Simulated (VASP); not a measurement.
TePb, 2 atoms in the cell. The structure is cubic, space group Pm-3m (No. 221). The conventional cell has a = 4.005 Å, b = 4.005 Å, c = 4.005 Å, α = 90.00°, β = 90.00°, γ = 90.00°. Pb (site symmetry m-3m) has 8 Te at 3.47 Å and 6 Pb at 4.01 Å within 4.6 Å. Te (site symmetry m-3m) has 8 Pb at 3.47 Å and 6 Te at 4.01 Å within 4.6 Å. 

* Program: VASP 6.6.1
* Task: single point
* Functional: PBE
* Potentials or basis: VASP PAW PBE potentials, release 64 (Pb_d, Te)
* Cutoff: 520 eV
* k mesh: 8 × 8 × 8
* Occupations: gaussian, width 0.05 eV
* Spin: non-collinear spin, zero start, spin-orbit coupling
* Starting moments: [[0.0, 0.0, 0.0], [0.0, 0.0, 0.0]] μB
* Dipole correction: no
* Further INCAR settings: ALGO = Normal; EDIFF = 1e-06; NBANDS = 32

Potentials or basis: VASP PAW PBE potentials, release 64 (Pb_d, Te).

Command:

```sh
$ cat potpaw_PBE.64/Pb_d/POTCAR potpaw_PBE.64/Te/POTCAR > POTCAR
$ mpirun -np 1 vasp_ncl > vasp.out
```

Hardware: 1 thread of Intel(R) Xeon(R) 6975P-C (Granite Rapids), on a shared host.

Question: Estimate the wall time of this run.

Answer: Wall time 67 s on 1 thread of Intel(R) Xeon(R) 6975P-C (Granite Rapids) (shared host), peak memory 0.33 GiB. Counts: scf iterations 14, k points 35.
